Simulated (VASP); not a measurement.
Set up this calculation in VASP 6.6.1, as the native input.

```yaml
Task: single point
Functional: PBE
Dispersion: D3(BJ)
Potentials_or_basis: VASP PAW PBE potentials, release 64 (Se)
Cutoff: 520 eV
k_mesh: 12 × 12 × 8
Occupations: gaussian, width 0.05 eV
Spin: no spin polarisation
Dipole_correction: no
Further_INCAR_settings: ALGO = Normal; EDIFF = 1e-07; NBANDS = 16
```

The structure of Se lies in POSCAR:

```
Se
1.0
    4.2722700225      0.0000000000      0.0000000000
   -2.1361350112      3.6998943713      0.0000000000
    0.0000000000      0.0000000000      4.7734072961
Se
3
Direct
    0.2473450684      0.0000000000      0.3333333333
    0.0000000000      0.2473450684      0.6666666667
    0.7526549316      0.7526549316      0.0000000000
```

This cell differs from its parent crystal: volume 25.151 Å^3 an atom, c/a of the conventional cell 1.1173.

The input as run:

INCAR

```
PREC = Accurate
ENCUT = 520
EDIFF = 1E-7
ISMEAR = 0
SIGMA = 0.05
LREAL = False
LASPH = True
NELM = 60
ALGO = Normal
ISIF = 2
LWAVE = False
LCHARG = False
GGA = PE
IVDW = 12
NBANDS = 16
```

KPOINTS

```
regular mesh
0
Gamma
  12 12 8
```

Potentials or basis: VASP PAW PBE potentials, release 64 (Se).

The run is started by

```sh
$ cat potpaw_PBE.64/Se/POTCAR > POTCAR
$ mpirun -np 1 vasp_std > vasp.out
```

It gave:

```
Pressure                   : 0.6 GPa
Largest force              : 0.095 eV/Å
Band gap on the k mesh     : 0.39 eV, indirect (least direct gap 1.41 eV)
Dispersion energy per atom : -0.345 eV
```

Run time: 46 s on 1 thread of Intel(R) Xeon(R) 6975P-C (Granite Rapids) (shared host), peak memory 0.27 GiB.
